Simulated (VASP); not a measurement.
PtSe2:

```xyz
3
Lattice="3.7240 0.0000 0.0000 -1.8620 3.2251 0.0000 0.0000 0.0000 5.0620" Properties=species:S:1:pos:R:3 pbc="T T T"
Pt    0.0000    0.0000    0.0000
Se    1.8620    1.0750    3.7965
Se    0.0000    2.1501    1.2655
```

```yaml
Program: VASP 6.6.1
Task: relaxation of cell and atoms
Functional: PBEsol
Potentials_or_basis: VASP PAW PBE potentials, release 64 (Pt, Se)
Cutoff: 600 eV
k_mesh: 8 × 8 × 5
Occupations: fermi-dirac, width 0.05 eV
Spin: no spin polarisation
```

At the start: pressure 2.3 GPa; volume 20.27 Å³/atom.

Question: Where does the relaxation end?

Answer: Over 12 steps the energy falls by 7.9 meV/atom and the volume is 19.77 Å³/atom (-2.5 %); space group P-3m1 (No. 164, to 0.1 Å) before and after.

Step by step:
```tsv
step	energy change (eV)	largest force (eV/Å)	pressure (GPa)	volume (Å³)
1	0.0000	0.3559	2.26	60.80
2	0.0157	0.2868	-4.10	63.34
3	-0.0092	0.1003	-0.31	61.74
4	-0.0111	0.0938	-0.30	61.53
5	-0.0164	0.0710	-0.24	60.91
6	-0.0229	0.0019	0.04	59.67
7	-0.0232	0.0390	0.23	59.14
8	-0.0233	0.0239	0.18	59.32
9	-0.0223	0.0868	-0.98	59.61
10	-0.0236	0.0446	-0.20	59.41
11	-0.0232	0.0607	0.34	59.12
12	-0.0238	0.0052	-0.01	59.30
```

Final structure:
```cif
data_structure
_symmetry_space_group_name_H-M 'P 1'
_symmetry_Int_Tables_number 1
_cell_length_a 3.7587
_cell_length_b 3.7587
_cell_length_c 4.8470
_cell_angle_alpha 90.000
_cell_angle_beta 90.000
_cell_angle_gamma 120.000
_cell_volume 59.30
loop_
_atom_site_label
_atom_site_type_symbol
_atom_site_fract_x
_atom_site_fract_y
_atom_site_fract_z
_atom_site_occupancy
Pt1 Pt 0.00000 0.00000 0.00000 1
Se1 Se 0.66667 0.33333 0.73733 1
Se2 Se 0.33333 0.66667 0.26267 1
```

Caveat: the PAW data sets were made with another functional, which shifts forces and pressure a little.
